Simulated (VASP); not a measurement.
# Na3H2 (R-3m) in VASP: notebook

The runs below take Na3H2 through single point, relaxation of cell and atoms, with PBE.

Program: VASP 6.6.1. These are calculated values, not measurements. Logs are shortened: lines on timing, memory, paths and dates and some standing lists are left out, and cuts for length are marked.

## 1. The cell of the first run

Symmetry: R-3m, No. 166, trigonal system. Conventional cell: a = 3.429 Å, b = 3.429 Å, c = 26.752 Å, α = 90.00°, β = 90.00°, γ = 120.00°. Within 3.2 Å of Na (site symmetry -3m) lie 6 H at 2.42 Å. Within 3.2 Å of Na (site symmetry 3m) lie 3 H at 2.45 Å. Within 3.2 Å of H (site symmetry 3m) lie 6 Na at 2.42 to 2.45 Å.

## 2. Single point, PBE

Input file INCAR:

```
SYSTEM = Na3H2
PREC = Accurate ; ENCUT = 500
EDIFF = 1E-6 ; ISMEAR = 0
SIGMA = 0.1 ; LREAL = .FALSE.
LASPH = .TRUE. ; NELM = 120
ALGO = Normal ; ISIF = 2
LWAVE = .FALSE. ; LCHARG = .FALSE.
GGA = PE ; NBANDS = 20
GGA_COMPAT = .FALSE.
```

Input file KPOINTS:

```
Automatic mesh
0
G
  6 6 6
  0 0 0
```

Input file POSCAR:

```
Na3H2
1.0
    1.7147066034      0.9899863191      8.9173381294
   -1.7147066034      0.9899863191      8.9173381294
    0.0000000000     -1.9799726380      8.9173381294
Na H
3 2
Direct
    0.0000000000      0.0000000000      0.0000000000
    0.2271888399      0.2271888399      0.2271888399
    0.7728111601      0.7728111601      0.7728111601
    0.3853832842      0.3853832842      0.3853832842
    0.6146167158      0.6146167158      0.6146167158
```

Potentials or basis: VASP PAW PBE potentials, release 64 (Na_pv, H).

Started as:

```console
$ cat potpaw_PBE.64/Na_pv/POTCAR potpaw_PBE.64/H/POTCAR > POTCAR
$ mpirun -np 1 vasp_std > vasp.out
```

OUTCAR:

```text
SYSTEM = Na3H2
   PREC = Accurate
   ENCUT = 500
   EDIFF = 1E-6
   ISMEAR = 0
   LREAL = .FALSE.
   LASPH = .TRUE.
   NELM = 120
   ISIF = 2
   GGA = PE

 ion  position               nearest neighbor table
   1  0.000  0.000  0.000-
   2  0.227  0.227  0.227-
   3  0.773  0.773  0.773-
   4  0.385  0.385  0.385-
   5  0.615  0.615  0.615-

  LATTYP: Found a trigonal (rhomboedric) cell.
 ALAT       =     9.1345066075
 COS(alpha) =     0.9295242920

  Lattice vectors:

 A1 = (   1.7147066034,   0.9899863191,   8.9173381294)
 A2 = (  -1.7147066034,   0.9899863191,   8.9173381294)
 A3 = (   0.0000000000,  -1.9799726380,   8.9173381294)

Analysis of symmetry for initial positions (statically):
=====================================================================
 Subroutine PRICEL returns:
 Original cell was already a primitive cell.

 Routine SETGRP: Setting up the symmetry group for a
 trigonal (rhombohedral) supercell.

 Subroutine GETGRP returns: Found 12 space group operations
 (whereof 12 operations were pure point group operations)
 out of a pool of 12 trial point group operations.

The static configuration has the point symmetry D_3d.

Analysis of symmetry for dynamics (positions and initial velocities):
=====================================================================
 Subroutine PRICEL returns:
 Original cell was already a primitive cell.

 Routine SETGRP: Setting up the symmetry group for a
 trigonal (rhombohedral) supercell.

 Subroutine GETGRP returns: Found 12 space group operations
 (whereof 12 operations were pure point group operations)
 out of a pool of 12 trial point group operations.

The dynamic configuration has the point symmetry D_3d.

 Subroutine INISYM returns: Found 12 space group operations
 (whereof 12 operations are pure point group operations),
 and found     1 'primitive' translations

----------------------------------------------------------------------------------------

                                     Primitive cell

  volume of cell :      90.8250

  direct lattice vectors                    reciprocal lattice vectors
     1.714706603  0.989986319  8.917338129     0.291595075  0.168352495  0.037380363
    -1.714706603  0.989986319  8.917338129    -0.291595075  0.168352495  0.037380363
     0.000000000 -1.979972638  8.917338129     0.000000000 -0.336704990  0.037380363

  length of vectors
     9.134506607  9.134506607  9.134506607     0.338773585  0.338773585  0.338773585

  position of ions in fractional coordinates (direct lattice)
     0.000000000  0.000000000  0.000000000
     0.227188840  0.227188840  0.227188840
     0.772811160  0.772811160  0.772811160
     0.385383284  0.385383284  0.385383284
     0.614616716  0.614616716  0.614616716

  ion indices of the primitive-cell ions
   primitive index   ion index
                 1           1
                 2           2
                 3           3
                 4           4
                 5           5

----------------------------------------------------------------------------------------

 KPOINTS: Automatic mesh

Automatic generation of k-mesh.
 Grid dimensions read from file:
 generate k-points for:    6    6    6

 Generating k-lattice:

  Cartesian coordinates                     Fractional coordinates (reciprocal lattice)
     0.048599179  0.028058749  0.006230060     0.166666667  0.000000000  0.000000000
    -0.048599179  0.028058749  0.006230060     0.000000000  0.166666667  0.000000000
     0.000000000 -0.056117498  0.006230060    -0.000000000 -0.000000000  0.166666667

  Length of vectors
     0.056462264  0.056462264  0.056462264

  Shift w.r.t. Gamma in fractional coordinates (k-lattice)
     0.000000000  0.000000000  0.000000000

 Subroutine IBZKPT returns following result:
 ===========================================

 Found     32 irreducible k-points:

 Following reciprocal coordinates:
            Coordinates               Weight
  0.000000  0.000000  0.000000      1.000000
  0.166667  0.000000  0.000000      6.000000
  0.333333  0.000000 -0.000000      6.000000
  0.500000  0.000000  0.000000      3.000000
  0.166667  0.166667  0.000000      6.000000
  0.333333  0.166667  0.000000     12.000000
[... 16 lines left out ...]
  0.500000  0.500000  0.166667      6.000000
 -0.333333  0.500000  0.166667     12.000000
 [... further k-points ...]
   k-points           NKPTS =     32   k-points in BZ     NKDIM =     32   number of bands    NBANDS=     20
   number of dos      NEDOS =    301   number of ions     NIONS =      5
   total plane-waves  NPLWV = 343000
   dimension x,y,z NGX =    70 NGY =   70 NGZ =   70
   dimension x,y,z NGXF=   140 NGYF=  140 NGZF=  140
   ions per type =               3   2
   NGX,Y,Z   is equivalent  to a cutoff of  12.74, 12.74, 12.74 a.u.
   NGXF,Y,Z  is equivalent  to a cutoff of  25.48, 25.48, 25.48 a.u.
 SYSTEM =  Na3H2
   PREC   = accura    normal or accurate (medium, high low for compatibility)
   ISTART =      0    job   : 0-new  1-cont  2-samecut
   ICHARG =      2    charge: 1-file 2-atom 10-const
   ISPIN  =      1    spin polarized calculation?
   LNONCOLLINEAR =      F non collinear calculations
   LSORBIT =      F    spin-orbit coupling
   LASPH  =      T    aspherical Exc in radial PAW
   ENCUT  =  500.0 eV  36.75 Ry    6.06 a.u.  16.65 16.65 16.65*2*pi/ulx,y,z
   NELM   =    120;   NELMIN=  2; NELMDL= -5     # of ELM steps
   EDIFF  = 0.1E-05   stopping-criterion for ELM
   LREAL  =      F    real-space projection
   EDIFFG = 0.1E-04   stopping-criterion for IOM
   NSW    =      0    number of steps for IOM
   IBRION =     -1    ionic relax: 0-MD 1-quasi-New 2-CG
   NFREE  =      0    steps in history (QN), initial steepest desc. (CG)
   ISIF   =      2    stress and relaxation
   ISYM   =      2    0-nonsym 1-usesym 2-fastsym
   POTIM  = 0.5000    time-step for ionic-motion
   TEBEG  =    0.0;   TEEND  =   0.0 temperature during run
   PSTRESS=    0.0 pullay stress
   NELECT =      23.0000    total number of electrons
   NUPDOWN=      -1.0000    fix difference up-down
   EMIN   =  10.00;   EMAX   =-10.00  energy-range for DOS
   EFERMI =   0.00;   METHOD = LEGACY
   ISMEAR =     0;   SIGMA  =   0.10  broadening in eV -4-tet -1-fermi 0-gaus
   EFERMI_NEDOS =   21; number of points for ismear=-14 and -15
   IALGO  =     38    algorithm
   IMIX   =      4    mixing-type and parameters
     AMIX     =   0.40;   BMIX     =  1.00
     AMIX_MAG =   1.60;   BMIX_MAG =  1.00
  volume/ion in A,a.u.               =      18.17       122.58
  Fermi-wavevector in a.u.,A,eV,Ry     =   1.035736  1.957257 14.595628  1.072748
  Thomas-Fermi vector in A             =   2.170093
   LORBIT       =      0    0 simple, 1 ext, 2 COOP (PROOUT), +10 PAW based schemes
   GGA     = PE    functional components
   LHFCALC =     F    Hartree Fock is set to
   AEXX    =    0.0000 exact exchange contribution
   IVDW    =     0    specifies the selected vdW correction
   LEPSILON=     F    determine dielectric tensor
   LRPA    =     F    only Hartree local field effects (RPA)
 non-spin polarized calculation
 Gauss-broadening in eV      SIGMA  =   0.10
  energy-cutoff  :      500.00
  volume of cell :       90.83
 maximum number of plane-waves:      2330
 NGX is ok and might be reduce to    70
   NGX = 33   NGY = 33   NGZ = 33

 number of electron      23.0000002 magnetization

 Free energy of the ion-electron system (eV)
  ---------------------------------------------------
  ext. energy  EPLUGINS =         0.00000000
  ---------------------------------------------------
  free energy    TOTEN  =       -11.24058786 eV

  energy without entropy =      -11.23643729  energy(sigma->0) =      -11.23851257

 E-fermi :   1.0373     XC(G=0):  -7.3763

 val. band max:        1.0271090628   @ k =   0.5000   0.5000   0.1667
 cond. band min:       1.8696179195   @ k =   0.5000   0.5000   0.5000
 fundamental gap:      0.8425088567
 Fermi energy:         1.0372910618

 k-point     1 :       0.0000    0.0000    0.0000
  band No.  band energies     occupation
      1     -23.7437      2.00000
      2     -23.7322      2.00000
      3     -23.7322      2.00000
      4     -23.7311      2.00000
      5     -23.7308      2.00000
      6     -23.7308      2.00000
[... 12 lines left out ...]
     19      12.6539      0.00000
     20      12.7299      0.00000

 k-point     2 :       0.1667    0.0000    0.0000
  band No.  band energies     occupation
      1     -23.7495      2.00000
      2     -23.7476      2.00000
      3     -23.7400      2.00000
      4     -23.7362      2.00000
      5     -23.7344      2.00000
      6     -23.7278      2.00000
[... 12 lines left out ...]
     19      11.0588      0.00000
     20      11.5750      0.00000

 k-point     3 :       0.3333    0.0000   -0.0000
  band No.  band energies     occupation
      1     -23.7826      2.00000
      2     -23.7799      2.00000
      3     -23.7440      2.00000
      4     -23.7418      2.00000
      5     -23.7325      2.00000
      6     -23.7238      2.00000
[... 12 lines left out ...]
     19       9.9019      0.00000
     20      10.4490      0.00000

 k-point     4 :       0.5000    0.0000    0.0000
  band No.  band energies     occupation
      1     -23.7990      2.00000
      2     -23.7959      2.00000
      3     -23.7479      2.00000
      4     -23.7454      2.00000
      5     -23.7270      2.00000
      6     -23.7237      2.00000
[... 429 lines left out ...]
 k-point    23 :       0.5000    0.5000    0.1667
  band No.  band energies     occupation
      1     -23.7817      2.00000
      2     -23.7807      2.00000
      3     -23.7441      2.00000
      4     -23.7416      2.00000
      5     -23.7336      2.00000
      6     -23.7228      2.00000
[... 12 lines left out ...]
     19       9.7476      0.00000
     20      10.3098      0.00000

 k-point    24 :      -0.3333    0.5000    0.1667
  band No.  band energies     occupation
      1     -23.7897      2.00000
      2     -23.7882      2.00000
      3     -23.7564      2.00000
      4     -23.7542      2.00000
      5     -23.7282      2.00000
      6     -23.7224      2.00000
[... 12 lines left out ...]
     19       7.8623      0.00000
     20       9.0735      0.00000

 [... further k-points ...]

------------------------ aborting loop because EDIFF is reached ----------------------------------------

  FORCE on cell =-STRESS in cart. coord.  units (eV):
  Direction    XX          YY          ZZ          XY          YZ          ZX
  --------------------------------------------------------------------------------------
  -------------------------------------------------------------------------------------
  Total        0.0363907      0.0363907      0.0936761      0.0000000      0.0000000      0.0000000
  in kB        0.6419415      0.6419415      1.6524716      0.0000000      0.0000000      0.0000000
  external PRESSURE =       0.9787848 kB  Pullay stress =       0.0000000 kB

 VOLUME and BASIS-vectors are now :
 -----------------------------------------------------------------------------
  energy-cutoff  :      500.00
  volume of cell :       90.83
      direct lattice vectors                 reciprocal lattice vectors
     1.714706603  0.989986319  8.917338129     0.291595075  0.168352495  0.037380363
    -1.714706603  0.989986319  8.917338129    -0.291595075  0.168352495  0.037380363
     0.000000000 -1.979972638  8.917338129     0.000000000 -0.336704990  0.037380363

 POSITION                                       TOTAL-FORCE (eV/Angst)
 -----------------------------------------------------------------------------------
      0.00000      0.00000      0.00000        -0.000000      0.000000      0.000000
      0.00000      0.00000      6.07776         0.000000     -0.000000     -0.016019
      0.00000      0.00000     20.67426         0.000000      0.000000      0.016019
      0.00000      0.00000     10.30978         0.000000      0.000000      0.014814
      0.00000      0.00000     16.44224         0.000000     -0.000000     -0.014814
 -----------------------------------------------------------------------------------
    total drift:                               -0.000000     -0.000000      0.000000

  FREE ENERGIE OF THE ION-ELECTRON SYSTEM (eV)
  ---------------------------------------------------
  free  energy   TOTEN  =       -11.2405878613 eV

  energy  without entropy=      -11.2364372862  energy(sigma->0) =      -11.23851257
```

It took 2.7 min on 1 thread of Intel Xeon 6975P-C (Granite Rapids), shared host; peak memory 0.62 GiB.

What came out:

* Free energy: -11.2406 eV
* Pressure: 0.1 GPa
* Largest force: 0.016 eV/Å
* Band gap on the k mesh: zero (an odd number of electrons rules out a gap without spin polarisation)

Forces on the atoms (eV/Å):
```
Na   0.000  0.000  0.000
Na   0.000  0.000 -0.016
Na   0.000  0.000  0.016
H    0.000  0.000  0.015
H    0.000  0.000 -0.015
```

Stress tensor (GPa, compression positive):
```
0.06 0.00 0.00
0.00 0.06 0.00
0.00 0.00 0.17
```

[end of part 1 of 2]
